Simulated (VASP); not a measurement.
A run of VASP 6.6.1 is set up as follows.

Contents of POSCAR:

```
CaO
1.0
    0.0000000000      2.3975501260      2.3975501260
    2.3975501260      0.0000000000      2.3975501260
    2.3975501260      2.3975501260      0.0000000000
Ca O
1 1
Direct
    0.0000000000      0.0000000000      0.0000000000
    0.5000000000      0.5000000000      0.5000000000
```

Contents of INCAR.step1:

```
PREC = Accurate ; ENCUT = 910
ISMEAR = 0 ; SIGMA = 0.01
LREAL = False ; LASPH = True
NELM = 120 ; NBANDS = 15
GGA = PE ; ALGO = Normal
EDIFF = 1E-5 ; LWAVE = True
LCHARG = False ; GGA_COMPAT = False
```

File INCAR.step2:

```
PREC = Accurate ; ENCUT = 910
EDIFF = 1E-6 ; ISMEAR = 0
SIGMA = 0.01 ; LREAL = False
LASPH = True ; NELM = 120
ALGO = Normal ; ISIF = 2
LWAVE = False ; LCHARG = True
METAGGA = R2SCAN ; LMIXTAU = True
LELF = True ; LVHAR = True
NBANDS = 15 ; ISTART = 1
GGA_COMPAT = False
```

The input KPOINTS:

```
Automatic mesh
0
Gamma
  8 8 8
```

Potentials or basis: VASP PAW PBE potentials, release 64 (Ca_sv, O_h).

Run with:

```console
$ cat potpaw_PBE.64/Ca_sv/POTCAR potpaw_PBE.64/O_h/POTCAR > POTCAR
$ cp INCAR.step1 INCAR
$ mpirun -np 1 vasp_std > vasp.out
$ cp INCAR.step2 INCAR
$ mpirun -np 1 vasp_std > vasp.out
```

**Question.** Predict the pressure.

**Answer.** 0.9 GPa.

**Question.** Predict the band gap on the k mesh.

**Answer.** 4.19 eV (least direct gap 4.56 eV).

Caveat: the cutoff is under 1.25 times the usual one of these potentials, so pressure, stress and relaxed cells hold a basis-set (Pulay) error; the PAW data sets were made with another functional, which shifts forces and pressure a little. A k mesh can miss the band edges.
